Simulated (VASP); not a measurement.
Wanted: the native input for a VASP 6.6.1 run.

```yaml
Task: single point
Functional: PBE
Potentials_or_basis: VASP PAW PBE potentials, release 64 (Si, P)
Cutoff: 520 eV
k_mesh: 6 × 6 × 4
Occupations: gaussian, width 0.1 eV
Spin: no spin polarisation
Dipole_correction: no
Further_INCAR_settings: ALGO = Normal; EDIFF = 1e-07; NBANDS = 22
```

The structure of Si2P lies in POSCAR:

```
Si2P
1.0
    4.8264114700      0.0000000000      0.0000000000
   -2.4132057300      4.1797949400      0.0000000000
    0.0000000000      0.0000000000      6.0780525400
Si P
4 2
Direct
    0.0000000000      0.0000000000      0.0000000000
    0.0000000000      0.0000000000      0.5000000000
    0.3333333300      0.6666666700      0.7500000000
    0.6666666700      0.3333333300      0.2500000000
    0.3333333300      0.6666666700      0.2500000000
    0.6666666700      0.3333333300      0.7500000000
```

One way to write it, as run:

INCAR

```
SYSTEM = Si2P
ALGO = Normal
EDIFF = 1E-7
ENCUT = 520
GGA = PE
ISIF = 2
ISMEAR = 0
LASPH = .True.
LCHARG = .False.
LREAL = .False.
LWAVE = .False.
NBANDS = 22
NELM = 80
PREC = Accurate
SIGMA = 0.1
```

KPOINTS

```
k-points
0
Gamma
  6 6 4
  0 0 0
```

Potentials or basis: VASP PAW PBE potentials, release 64 (Si, P).

Command:

```sh
$ cat potpaw_PBE.64/Si/POTCAR potpaw_PBE.64/P/POTCAR > POTCAR
$ mpirun -np 1 vasp_std > vasp.out
```

Results of the run:

The pressure is -14.0 GPa. The band gap on the k mesh is zero (band 13 reaches 7.12 eV, above the bottom of band 14 at 4.27 eV).

Run time: 69 s on 1 thread of Oxide Virtual Turin-like Processor (shared host), peak memory 0.2 GiB.
